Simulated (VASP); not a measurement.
A run of VASP 6.6.1 is set up as follows.

Contents of INCAR:

```
SYSTEM = Si15C
ALGO = Normal
EDIFF = 1E-6
ENCUT = 520
GGA = PS
ISIF = 2
ISMEAR = -1
LASPH = .TRUE.
LCHARG = .FALSE.
LREAL = Auto
LWAVE = .FALSE.
NBANDS = 46
NELECT = 66.0
NELM = 60
PREC = Accurate
SIGMA = 0.05
```

KPOINTS

```
Automatic mesh
0
Gamma
  2 2 2
  0.5 0.5 0.5
```

The input POSCAR:

```
Si15C
1.0
   10.5273610000      0.0000000000      0.0000000000
    0.0000000000      5.2636810000      0.0000000000
    0.0000000000      0.0000000000      5.2636810000
Si C
15 1
Direct
    0.0021100000      0.9867640000      0.9928380000
    0.5009070000      0.9849160000      0.9859260000
    0.1257480000      0.2436830000      0.2601690000
    0.6372840000      0.2698310000      0.2483340000
    0.2466940000      0.4932940000      0.0069720000
    0.7534130000      0.5048430000      0.0132980000
    0.3839180000      0.7315790000      0.2545900000
    0.8729000000      0.7406270000      0.2302070000
    0.7482830000      0.0023890000      0.4835300000
    0.3822040000      0.2545450000      0.7347490000
    0.8665260000      0.2509580000      0.7526990000
    0.0140030000      0.4983750000      0.4941950000
    0.5058120000      0.5079540000      0.5009240000
    0.1291760000      0.7279110000      0.7447220000
    0.6236330000      0.7449340000      0.7634270000
    0.2573870000      0.9976860000      0.4682050000
```

Potentials or basis: VASP PAW PBE potentials, release 64 (Si, C).

The run is started by

```sh
$ cat potpaw_PBE.64/Si/POTCAR potpaw_PBE.64/C/POTCAR > POTCAR
$ mpirun -np 1 vasp_std > vasp.out
```

(1) Estimate the largest force.

Answers

(1) 3.615 eV/Å.

Caveat: the k points lie up to 0.60 Å⁻¹ apart; the cell carries a net charge on a neutralising background, which shifts energy and pressure; the PAW data sets were made with another functional, which shifts forces and pressure a little.
